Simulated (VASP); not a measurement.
Write the native input for VASP 6.6.1 that does the following.

- Task: single point
- Functional: PBEsol
- Dispersion: D4
- Potentials or basis: VASP PAW PBE potentials, release 64 (Au)
- Cutoff: 520 eV
- k mesh: 5 × 5 × 3
- Occupations: fermi-dirac, width 0.01 eV
- Spin: no spin polarisation
- Dipole correction: no
- Further INCAR settings: ALGO = Normal; EDIFF = 1e-07; NBANDS = 18

The structure of Au lies in POSCAR:

```
Au
1.0
    1.4113100000     -2.5559300000      0.0000000000
    1.4113100000      2.5559300000      0.0000000000
    0.0000000000      0.0000000000      4.8931700000
Au
2
Direct
    0.6653300000      0.3346700000      0.2500000000
    0.3346700000      0.6653300000      0.7500000000
```

The input as run:

INCAR

```
SYSTEM = Au
PREC = Accurate
ENCUT = 520
EDIFF = 1E-7
ISMEAR = -1
SIGMA = 0.01
LREAL = .False.
LASPH = .True.
NELM = 100
ALGO = Normal
ISIF = 2
LWAVE = .False.
LCHARG = .True.
GGA = PS
IVDW = 13
LELF = .True.
LVHAR = .True.
NBANDS = 18
```

KPOINTS

```
regular mesh
0
Gamma
  5 5 3
  0 0 0
```

Potentials or basis: VASP PAW PBE potentials, release 64 (Au).

Command:

```bash
$ cat potpaw_PBE.64/Au/POTCAR > POTCAR
$ mpirun -np 1 vasp_std > vasp.out
```

It gave:

```yaml
Pressure: -9.1 GPa
Largest_force: 0.011 eV/Å
Band_gap_on_the_k_mesh: zero (band 11 reaches 10.83 eV, above the bottom of band 12 at 6.46 eV)
Dispersion_energy_per_atom: -0.384 eV
```

Caveat: the k points lie up to 0.51 Å⁻¹ apart; the PAW data sets were made with another functional, which shifts forces and pressure a little; spin-orbit coupling is left out, which moves the levels of the heavy elements; pairwise dispersion overbinds metals, which lowers pressure and volume.

Run time: 25 s on 1 thread of Intel Xeon 6975P-C, on a shared host, peak memory 0.13 GiB.
